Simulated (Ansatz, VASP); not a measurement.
## Sc: VASP beside Ansatz

The input INCAR:

```
PREC = Accurate ; ENCUT = 520
EDIFF = 1E-8 ; ISMEAR = -1
SIGMA = 0.03 ; LREAL = F
LASPH = T ; NELM = 80
ALGO = Normal ; ISIF = 2
LWAVE = F ; LCHARG = F
GGA = PE ; LEFG = T
NBANDS = 18
```

File KPOINTS:

```
regular mesh
0
Gamma
  13 13 7
```

The input POSCAR:

```
Sc
1.0
    3.2527057408      0.0000000000      0.0000000000
   -1.6263528704      2.8169258025      0.0000000000
    0.0000000000      0.0000000000      5.1786946119
Sc
2
Direct
    0.3333333333      0.6666666667      0.2500000000
    0.6666666667      0.3333333333      0.7500000000
```

Input for Ansatz:

```yaml
crystal:
  lattice:
    - [3.2527057408, 0.0, 0.0]
    - [-1.6263528704, 2.8169258025, 0.0]
    - [0.0, 0.0, 5.1786946119]
  atoms:
    - { symbol: Sc, position: [0.3333333333, 0.6666666667, 0.25] }
    - { symbol: Sc, position: [0.6666666667, 0.3333333333, 0.75] }
kpoints:
  mp_grid: { grid: [13, 13, 7] }
scf:
  occupations: { method: fermi_dirac, width: 0.03 }
hamiltonian:
  xc: pbe
  pseudopotentials: { kind: paw }
output:
  forces: true
  stress: true
  eigenvalues: true
  efg: { contact_densities: true }
```

Change from the starting cell: volume scaled by 0.95, PAW files.

Alike in both runs: task electric field gradients; functional PBE; k mesh 13 × 13 × 7; occupations fermi-dirac, width 0.03 eV; no spin polarisation.

|  | VASP | Ansatz |
| --- | --- | --- |
| version | VASP 6.6.1 | Ansatz 0.2.0 |
| potentials or method | VASP PAW PBE potentials, release 64 (Sc_sv) | PAW with Ansatz's default frozen-core files, scalar-relativistic |
| plane-wave cutoff (eV) | 520 | 420 |
| valence electrons in the cell | 22 | 22 |

|  | VASP | Ansatz | Ansatz less VASP |
| --- | --- | --- | --- |
| pressure (GPa) | 2.3 | 2.3 | -0.04 |
| traceless stress, the component that is largest in VASP (GPa) | -1.30 | -1.30 | -0.006 |
| size of Vzz on the site where it differs most (V/Å²) | 10.8 | 10.1 | -0.74 |
